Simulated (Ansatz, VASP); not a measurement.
Two plane-wave programs on Te

```xyz
1
Lattice="2.2296 1.2873 1.7138 -2.2296 1.2873 1.7138 0.0000 -2.5746 1.7138" Properties=species:S:1:pos:R:3 pbc="T T T"
Te    0.0000    0.0000    2.5708
```

Alike in both runs: task single point; functional PBEsol; k mesh 15 × 15 × 15; occupations gaussian, width 0.15 eV; no spin polarisation.

|  | VASP | Ansatz |
| --- | --- | --- |
| version | VASP 6.6.1 | Ansatz 0.2.0 |
| potentials or method | VASP PAW PBE potentials, release 64 (Te), cutoff 520 eV | scalar-relativistic, plane waves, PAW |
| valence electrons in the cell | 6 | 16 |

Ansatz gave:

```
gap on the k mesh at the Fermi level (eV)                     : none
pressure (GPa)                                                : 3.5
traceless stress, the component that is largest in VASP (GPa) : -0.21
```

Estimate VASP's values.

gap on the k mesh at the Fermi level (eV): none; pressure (GPa): 3.6; traceless stress, the component that is largest in VASP (GPa): -0.22.

VASP's potentials were made for PBE, not for PBEsol. A gap of «none» marks a metal or a gap that the smearing closes. VASP's potentials hold 6 valence electrons a cell and Ansatz's 16, so a difference there can come from the potentials and not from the codes.

Neither program's run includes spin-orbit coupling.
